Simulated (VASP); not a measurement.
A run of VASP 6.6.1:

File INCAR:

```
SYSTEM = Ta5Ru
PREC     = Accurate       ! precision mode
ENCUT    = 520            ! plane-wave cutoff, eV
EDIFF    = 1E-6           ! SCF threshold, eV
ISMEAR   = 0              ! smearing method
SIGMA    = 0.1            ! smearing width, eV
LREAL    = .FALSE.        ! projectors in reciprocal space
LASPH    = .TRUE.         ! aspherical terms in the spheres
NELM     = 80             ! most SCF steps
ALGO     = Fast           ! electronic algorithm
ISIF     = 2              ! what is computed and relaxed
LWAVE    = .FALSE.        ! write WAVECAR
LCHARG   = .TRUE.         ! write CHGCAR
GGA      = PE             ! functional
LELF     = .TRUE.         ! ELF
LVHAR    = .TRUE.       
NBANDS   = 44             ! bands
```

KPOINTS

```
Automatic mesh
0
G
  12 12 4
  0 0 0
```

POSCAR

```
Ta5Ru
1.0
    3.2396557000      0.0000000000      0.0000000000
    0.0000000000      3.2396557000      0.0000000000
    0.0000000000      0.0000000000      9.9719352000
Ta Ru
5 1
Direct
    0.0000000000      0.0000000000      0.1698730000
    0.5000000000      0.5000000000      0.3413100000
    0.5000000000      0.5000000000      0.6586900000
    0.0000000000      0.0000000000      0.8301270000
    0.5000000000      0.5000000000      0.0000000000
    0.0000000000      0.0000000000      0.5000000000
```

Potentials or basis: VASP PAW PBE potentials, release 64 (Ta_pv, Ru_pv).

The run is started by

```bash
$ cat potpaw_PBE.64/Ta_pv/POTCAR potpaw_PBE.64/Ru_pv/POTCAR > POTCAR
$ mpirun -np 1 vasp_std > vasp.out
```

Hardware: 1 thread of Intel(R) Xeon(R) Platinum 8488C (Sapphire Rapids), on a shared host.

How long does it take, and how much memory?

It took 6.2 min on 1 thread of Intel(R) Xeon(R) Platinum 8488C (Sapphire Rapids), with other jobs on the host, peak memory 0.42 GiB. Counts: scf iterations 20, k points 84.
